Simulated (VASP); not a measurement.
# Cu (Cmcm) in VASP: single point with PBEsol+D3(BJ)

Aim: the single point of Cu with PBEsol+D3(BJ).

All numbers are computed with VASP 6.6.1; they aren't measurements. Logs are shortened: lines on timing, memory, paths and dates and some standing lists are left out, and cuts for length are marked.

### 1 The cell of the first run

The structure is orthorhombic, space group Cmcm (No. 63). The conventional cell has a = 2.437 Å, b = 7.953 Å, c = 2.475 Å, α = 90.00°, β = 90.00°, γ = 90.00°. Within 3.2 Å of Cu (site symmetry m2m) lie 10 Cu at 2.44 to 2.54 Å.

### 2 Single point, PBEsol+D3(BJ)

The input, INCAR:

```
SYSTEM = Cu
PREC     = Accurate       ! precision mode
ENCUT    = 520            ! plane-wave cutoff, eV
EDIFF    = 1E-6           ! SCF threshold, eV
ISMEAR   = -1             ! smearing method
SIGMA    = 0.15           ! smearing width, eV
LREAL    = .FALSE.        ! projectors in reciprocal space
LASPH    = .TRUE.         ! aspherical terms in the spheres
NELM     = 80             ! most SCF steps
ALGO     = Normal         ! electronic algorithm
ISIF     = 2              ! what is computed and relaxed
LWAVE    = .FALSE.        ! write WAVECAR
LCHARG   = .TRUE.         ! write CHGCAR
GGA      = PS             ! functional
IVDW     = 12             ! dispersion correction
LELF     = .TRUE.         ! ELF
LVHAR    = .TRUE.       
NBANDS   = 18             ! bands
```

The input, KPOINTS:

```
regular mesh
0
G
  12 12 11
  0 0 0
```

The input, POSCAR:

```
Cu
1.0
    1.2184600000     -3.9763800000      0.0000000000
    1.2184600000      3.9763800000      0.0000000000
    0.0000000000      0.0000000000      2.4755000000
Cu
2
Direct
    0.1338700000      0.8661300000      0.2500000000
    0.8661300000      0.1338700000      0.7500000000
```

Potentials or basis: VASP PAW PBE potentials, release 64 (Cu).

The run is started by

```sh
> cat potpaw_PBE.64/Cu/POTCAR > POTCAR
> mpirun -np 1 vasp_std > vasp.out
```

OUTCAR:

```text
SYSTEM = Cu
   PREC = Accurate
   ENCUT = 520
   EDIFF = 1E-6
   ISMEAR = -1
   LREAL = .FALSE.
   LASPH = .TRUE.
   NELM = 80
   ISIF = 2
   GGA = PS
   IVDW = 12
 IVDW          = 12

 ion  position               nearest neighbor table
   1  0.134  0.866  0.250-   2 2.46   2 2.46   2 2.54   2 2.54   2 2.54   2 2.54
   2  0.866  0.134  0.750-   1 2.46   1 2.46   1 2.54   1 2.54   1 2.54   1 2.54

  LATTYP: Found a base centered orthorhombic cell.
 ALAT       =     2.4369200000
 B/A-ratio  =     3.2634473023
 C/A-ratio  =     1.0158314594

  Lattice vectors:

 A1 = (   1.2184600000,  -3.9763800000,   0.0000000000)
 A2 = (   1.2184600000,   3.9763800000,   0.0000000000)
 A3 = (   0.0000000000,   0.0000000000,   2.4755000000)

Analysis of symmetry for initial positions (statically):
=====================================================================
 Subroutine PRICEL returns:
 Original cell was already a primitive cell.

 Routine SETGRP: Setting up the symmetry group for a
 base centered orthorhombic supercell.

 Subroutine GETGRP returns: Found  8 space group operations
 (whereof  4 operations were pure point group operations)
 out of a pool of  8 trial point group operations.

The static configuration has the point symmetry C_2h.
 The point group associated with its full space group is D_2h.

Analysis of symmetry for dynamics (positions and initial velocities):
=====================================================================
 Subroutine PRICEL returns:
 Original cell was already a primitive cell.

 Routine SETGRP: Setting up the symmetry group for a
 base centered orthorhombic supercell.

 Subroutine GETGRP returns: Found  8 space group operations
 (whereof  4 operations were pure point group operations)
 out of a pool of  8 trial point group operations.

The dynamic configuration has the point symmetry C_2h.
 The point group associated with its full space group is D_2h.

 Subroutine INISYM returns: Found  8 space group operations
 (whereof  4 operations are pure point group operations),
 and found     1 'primitive' translations

----------------------------------------------------------------------------------------

                                     Primitive cell

  volume of cell :      23.9879

  direct lattice vectors                    reciprocal lattice vectors
     1.218460000 -3.976380000  0.000000000     0.410354053 -0.125742510  0.000000000
     1.218460000  3.976380000  0.000000000     0.410354053  0.125742510  0.000000000
     0.000000000  0.000000000  2.475500000     0.000000000  0.000000000  0.403958796

  length of vectors
     4.158875170  4.158875170  2.475500000     0.429187171  0.429187171  0.403958796

  position of ions in fractional coordinates (direct lattice)
     0.133870000  0.866130000  0.250000000
     0.866130000  0.133870000  0.750000000

  ion indices of the primitive-cell ions
   primitive index   ion index
                 1           1
                 2           2

----------------------------------------------------------------------------------------

 KPOINTS: regular mesh

Automatic generation of k-mesh.
 Grid dimensions read from file:
 generate k-points for:   12   12   11

 Generating k-lattice:

  Cartesian coordinates                     Fractional coordinates (reciprocal lattice)
     0.034196171 -0.010478542  0.000000000     0.083333333  0.000000000  0.000000000
     0.034196171  0.010478542  0.000000000     0.000000000  0.083333333  0.000000000
     0.000000000  0.000000000  0.036723527     0.000000000  0.000000000  0.090909091

  Length of vectors
     0.035765598  0.035765598  0.036723527

  Shift w.r.t. Gamma in fractional coordinates (k-lattice)
     0.000000000  0.000000000  0.000000000

 Subroutine IBZKPT returns following result:
 ===========================================

 Found    258 irreducible k-points:

 Following reciprocal coordinates:
            Coordinates               Weight
  0.000000  0.000000  0.000000      1.000000
  0.083333 -0.000000  0.000000      4.000000
  0.166667 -0.000000  0.000000      4.000000
  0.250000 -0.000000  0.000000      4.000000
  0.333333 -0.000000  0.000000      4.000000
  0.416667 -0.000000  0.000000      4.000000
[... 16 lines left out ...]
  0.500000  0.166667  0.000000      4.000000
 -0.416667  0.166667  0.000000      4.000000
 [... further k-points ...]
   k-points           NKPTS =    258   k-points in BZ     NKDIM =    258   number of bands    NBANDS=     18
   number of dos      NEDOS =    301   number of ions     NIONS =      2
   total plane-waves  NPLWV =  18432
   dimension x,y,z NGX =    32 NGY =   32 NGZ =   18
   dimension x,y,z NGXF=    64 NGYF=   64 NGZF=   36
   ions per type =               2
   NGX,Y,Z   is equivalent  to a cutoff of  12.79, 12.79, 12.09 a.u.
   NGXF,Y,Z  is equivalent  to a cutoff of  25.58, 25.58, 24.18 a.u.
 SYSTEM =  Cu
   PREC   = accura    normal or accurate (medium, high low for compatibility)
   ISTART =      0    job   : 0-new  1-cont  2-samecut
   ICHARG =      2    charge: 1-file 2-atom 10-const
   ISPIN  =      1    spin polarized calculation?
   LNONCOLLINEAR =      F non collinear calculations
   LSORBIT =      F    spin-orbit coupling
   LASPH  =      T    aspherical Exc in radial PAW
   ENCUT  =  520.0 eV  38.22 Ry    6.18 a.u.   7.73  7.73  4.60*2*pi/ulx,y,z
   NELM   =     80;   NELMIN=  2; NELMDL= -5     # of ELM steps
   EDIFF  = 0.1E-05   stopping-criterion for ELM
   LREAL  =      F    real-space projection
   EDIFFG = 0.1E-04   stopping-criterion for IOM
   NSW    =      0    number of steps for IOM
   IBRION =     -1    ionic relax: 0-MD 1-quasi-New 2-CG
   NFREE  =      0    steps in history (QN), initial steepest desc. (CG)
   ISIF   =      2    stress and relaxation
   ISYM   =      2    0-nonsym 1-usesym 2-fastsym
   POTIM  = 0.5000    time-step for ionic-motion
   TEBEG  =    0.0;   TEEND  =   0.0 temperature during run
   PSTRESS=    0.0 pullay stress
   NELECT =      22.0000    total number of electrons
   NUPDOWN=      -1.0000    fix difference up-down
   EMIN   =  10.00;   EMAX   =-10.00  energy-range for DOS
   EFERMI =   0.00;   METHOD = LEGACY
   ISMEAR =    -1;   SIGMA  =   0.15  broadening in eV -4-tet -1-fermi 0-gaus
   EFERMI_NEDOS =   21; number of points for ismear=-14 and -15
   IALGO  =     38    algorithm
   IMIX   =      4    mixing-type and parameters
     AMIX     =   0.40;   BMIX     =  1.00
     AMIX_MAG =   1.60;   BMIX_MAG =  1.00
  volume/ion in A,a.u.               =      11.99        80.94
  Fermi-wavevector in a.u.,A,eV,Ry     =   1.590566  3.005734 34.421382  2.529900
  Thomas-Fermi vector in A             =   2.689241
   LORBIT       =      0    0 simple, 1 ext, 2 COOP (PROOUT), +10 PAW based schemes
   GGA     = PS    functional components
   LHFCALC =     F    Hartree Fock is set to
   AEXX    =    0.0000 exact exchange contribution
   IVDW    =    12    specifies the selected vdW correction
   LEPSILON=     F    determine dielectric tensor
   LRPA    =     F    only Hartree local field effects (RPA)
 non-spin polarized calculation
  energy-cutoff  :      520.00
  volume of cell :       23.99
 maximum number of plane-waves:       670
   NGX = 15   NGY = 15   NGZ =  9

 number of electron      21.9999988 magnetization

 Free energy of the ion-electron system (eV)
  ---------------------------------------------------
  ext. energy  EPLUGINS =         0.00000000
  ---------------------------------------------------
  free energy    TOTEN  =        -8.32527660 eV

  energy without entropy =       -8.28515909  energy(sigma->0) =       -8.30521784

 E-fermi :   7.1896     XC(G=0): -12.7839

 val. band max:        7.1844610245   @ k =   0.3333   0.3333   0.2727
 cond. band min:       7.1924822090   @ k =   0.1667   0.0833   0.4545
 fundamental gap:      0.0080211845
 Fermi energy:         7.1895873735

 k-point     1 :       0.0000    0.0000    0.0000
  band No.  band energies     occupation
      1      -2.0682      2.00000
      2       2.2394      2.00000
      3       2.9994      2.00000
      4       3.4799      2.00000
      5       4.1909      2.00000
      6       4.4552      2.00000
[... 10 lines left out ...]
     17      26.7712      0.00000
     18      28.7484      0.00000

 k-point     2 :       0.0833   -0.0000    0.0000
  band No.  band energies     occupation
      1      -1.8678      2.00000
      2       2.3150      2.00000
      3       3.0743      2.00000
      4       3.5489      2.00000
      5       4.2137      2.00000
      6       4.4468      2.00000
[... 10 lines left out ...]
     17      27.3651      0.00000
     18      30.5467      0.00000

 k-point     3 :       0.1667   -0.0000    0.0000
  band No.  band energies     occupation
      1      -1.2807      2.00000
      2       2.5040      2.00000
      3       3.2758      2.00000
      4       3.7288      2.00000
      5       4.2220      2.00000
      6       4.2745      2.00000
[... 10 lines left out ...]
     17      27.6699      0.00000
     18      30.9734      0.00000

 k-point     4 :       0.2500   -0.0000    0.0000
  band No.  band energies     occupation
      1      -0.3585      2.00000
      2       2.7108      2.00000
      3       3.5052      2.00000
      4       3.6038      2.00000
      5       4.1670      2.00000
      6       4.3505      2.00000
[... 10 lines left out ...]
     17      28.0284      0.00000
     18      31.0930      0.00000

 k-point     5 :       0.3333   -0.0000    0.0000
  band No.  band energies     occupation
      1       0.7634      2.00000
      2       2.7818      2.00000
      3       3.3766      2.00000
      4       3.7194      2.00000
      5       4.2309      2.00000
      6       4.4071      2.00000
[... 10 lines left out ...]
     17      27.8942      0.00000
     18      28.6849      0.00000

 k-point     6 :       0.4167   -0.0000    0.0000
  band No.  band energies     occupation
      1       1.7493      2.00000
      2       2.6667      2.00000
      3       3.4135      2.00000
      4       3.9832      2.00000
      5       4.2163      2.00000
      6       4.4292      2.00000
[... 10 lines left out ...]
     17      27.8947      0.00000
     18      29.1821      0.00000

 k-point     7 :       0.5000   -0.0000    0.0000
  band No.  band energies     occupation
      1       2.1378      2.00000
      2       2.5813      2.00000
      3       3.4640      2.00000
      4       4.1016      2.00000
      5       4.3362      2.00000
      6       4.4389      2.00000
[... 10 lines left out ...]
     17      29.3642      0.00000
     18      29.5218      0.00000

 k-point     8 :       0.0833    0.0833    0.0000
  band No.  band energies     occupation
      1      -1.3474      2.00000
      2       2.5134      2.00000
      3       3.3134      2.00000
      4       3.6912      2.00000
      5       4.2540      2.00000
      6       4.2969      2.00000
[... 10 lines left out ...]
     17      27.6404      0.00000
     18      31.2378      0.00000
[... 229 lines left out ...]
     17      28.3979      0.00000
     18      31.6520      0.00000

 k-point    20 :       0.2500    0.1667    0.0000
  band No.  band energies     occupation
      1       1.5811      2.00000
      2       2.9349      2.00000
      3       3.1723      2.00000
      4       3.6724      2.00000
      5       4.2469      2.00000
      6       4.3555      2.00000
[... 10 lines left out ...]
     17      28.4773      0.00000
     18      29.0178      0.00000

 k-point    21 :       0.3333    0.1667    0.0000
  band No.  band energies     occupation
      1       2.1039      2.00000
      2       2.7341      2.00000
      3       3.4003      2.00000
      4       3.8025      2.00000
      5       4.1500      2.00000
      6       4.3682      2.00000
[... 10 lines left out ...]
     17      29.3350      0.00000
     18      29.5037      0.00000

 k-point    22 :       0.4167    0.1667    0.0000
  band No.  band energies     occupation
      1       2.0430      2.00000
      2       2.4979      2.00000
      3       3.5686      2.00000
      4       3.9746      2.00000
      5       4.0310      2.00000
      6       4.4295      2.00000
[... 10 lines left out ...]
     17      28.9079      0.00000
     18      28.9124      0.00000

 k-point    23 :       0.5000    0.1667    0.0000
  band No.  band energies     occupation
      1       1.3062      2.00000
      2       2.4818      2.00000
      3       3.5710      2.00000
      4       3.7131      2.00000
      5       4.0733      2.00000
      6       4.5101      2.00000
[... 10 lines left out ...]
     17      26.9453      0.00000
     18      28.6386      0.00000

 k-point    24 :      -0.4167    0.1667    0.0000
  band No.  band energies     occupation
      1       0.2336      2.00000
      2       2.4648      2.00000
      3       3.3687      2.00000
      4       3.6155      2.00000
      5       4.0565      2.00000
      6       4.5053      2.00000
[... 10 lines left out ...]
     17      27.7403      0.00000
     18      28.5803      0.00000

 [... further k-points ...]

------------------------ aborting loop because EDIFF is reached ----------------------------------------

 Edisp (eV)   -1.03175

 E8    (eV) :    -0.6732

  FORCE on cell =-STRESS in cart. coord.  units (eV):
  Direction    XX          YY          ZZ          XY          YZ          ZX
  --------------------------------------------------------------------------------------
  -------------------------------------------------------------------------------------
  Total      -1.16727    -1.18583    -1.11381     0.00000     0.00000     0.00000
  in kB     -77.96314   -79.20258   -74.39228     0.00000     0.00000     0.00000
  external pressure =      -77.19 kB  Pullay stress =        0.00 kB

 VOLUME and BASIS-vectors are now :
 -----------------------------------------------------------------------------
  energy-cutoff  :      520.00
  volume of cell :       23.99
      direct lattice vectors                 reciprocal lattice vectors
     1.218460000 -3.976380000  0.000000000     0.410354053 -0.125742510  0.000000000
     1.218460000  3.976380000  0.000000000     0.410354053  0.125742510  0.000000000
     0.000000000  0.000000000  2.475500000     0.000000000  0.000000000  0.403958796

 POSITION                                       TOTAL-FORCE (eV/Angst)
 -----------------------------------------------------------------------------------
      1.21846      2.91174      0.61887         0.000000     -0.003772      0.000000
      1.21846     -2.91174      1.85662         0.000000      0.003772     -0.000000
 -----------------------------------------------------------------------------------
    total drift:                               -0.000000      0.000000     -0.000000

  FREE ENERGIE OF THE ION-ELECTRON SYSTEM (eV)
  ---------------------------------------------------
  free  energy   TOTEN  =        -9.3570251619 eV

  energy  without entropy=       -9.3169076478  energy(sigma->0) =       -9.33696640
```

Wall time 74 s (1 thread of Intel Xeon Platinum 8375C at 2.90GHz (Ice Lake), shared host); peak memory 0.23 GiB.

What came out:

| Property | Result |
| --- | --- |
| Free energy | -9.3570 eV |
| Pressure | -7.7 GPa |
| Largest force | 0.004 eV/Å |
| Band gap on the k mesh | zero (bands 11 and 12 overlap by 5.08 eV) |
| Dispersion energy per atom | -0.516 eV |

Forces on the atoms (eV/Å):
```
Cu   0.000 -0.004  0.000
Cu   0.000  0.004  0.000
```

Stress tensor (GPa, compression positive):
```
-7.80  0.00  0.00
 0.00 -7.92  0.00
 0.00  0.00 -7.44
```

Caveat: three body term missing; the cell stands under tension; the PAW data sets were made with another functional, which shifts forces and pressure a little.
